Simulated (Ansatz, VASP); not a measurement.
# CaS in VASP and in Ansatz

Contents of INCAR:

```
PREC = Accurate ; ENCUT = 500
EDIFF = 1E-6 ; ISMEAR = -1
SIGMA = 0.01 ; LREAL = False
LASPH = True ; NELM = 120
ALGO = Normal ; ISIF = 2
LWAVE = False ; LCHARG = False
GGA = PE ; NBANDS = 15
GGA_COMPAT = False
```

The input KPOINTS:

```
Automatic mesh
0
Gamma
  7 7 7
```

POSCAR

```
CaS
1.0
    0.0000000000      2.7948042486      2.7948042486
    2.7948042486      0.0000000000      2.7948042486
    2.7948042486      2.7948042486      0.0000000000
Ca S
1 1
Direct
    0.0000000000      0.0000000000      0.0000000000
    0.5000000000      0.5000000000      0.5000000000
```

Input for Ansatz:

```yaml
crystal:
  lattice:
    - [0.0, 2.7948042486, 2.7948042486]
    - [2.7948042486, 0.0, 2.7948042486]
    - [2.7948042486, 2.7948042486, 0.0]
  atoms:
    - { symbol: Ca, position: [0.0, 0.0, 0.0] }
    - { symbol: S, position: [0.5, 0.5, 0.5] }
kpoints:
  mp_grid: { grid: [7, 7, 7] }
scf:
  occupations: { method: fermi_dirac, width: 0.01 }
hamiltonian:
  xc: pbe
  pseudopotentials: { kind: all_electron, lapw: { basis_error: 0.00025 } }
output:
  forces: true
  stress: true
  eigenvalues: true
```

Change from the starting cell: volume scaled by 0.95.

Alike in both runs: task single point; functional PBE; k mesh 7 × 7 × 7; occupations fermi-dirac, width 0.01 eV; no spin polarisation.

|  | VASP | Ansatz |
| --- | --- | --- |
| version | VASP 6.6.1 | Ansatz 0.2.0 |
| potentials or method | VASP PAW PBE potentials, release 64 (Ca_sv, S), cutoff 500 eV | all-electron LAPW, scalar-relativistic |

VASP gave:

```
gap on the k mesh at the Fermi level (eV) : 2.29
pressure (GPa)                            : 4.4
```

Estimate Ansatz's values.

gap on the k mesh at the Fermi level (eV): 2.30; pressure (GPa): 4.2.

Ansatz ran all-electron here, and VASP with PAW potentials.
